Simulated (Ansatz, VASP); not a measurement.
## Cs: VASP beside Ansatz

```
Cs
1.0
     5.50015    0.00000    0.00000
     0.00000    5.50015    0.00000
    -2.75008   -2.75008    4.09724
Cs
1
Cartesian
  0.0000 0.0000 0.0000
```

Alike in both runs: task single point; functional PBE; k mesh 8 × 8 × 8; occupations gaussian, width 0.05 eV; no spin polarisation.

|  | VASP | Ansatz |
| --- | --- | --- |
| version | VASP 6.6.1 | Ansatz 0.2.0 |
| potentials or method | VASP PAW PBE potentials, release 64 (Cs_sv), cutoff 520 eV | scalar-relativistic, plane waves, PAW |
| valence electrons in the cell | 9 | 9 |

|  | VASP | Ansatz | Ansatz less VASP |
| --- | --- | --- | --- |
| gap on the k mesh at the Fermi level (eV) | none | none | - |
| pressure (GPa) | -0.1 | -0.1 | +0.01 |

A gap of «none» marks a metal or a gap that the smearing closes.

Neither program's run includes spin-orbit coupling.
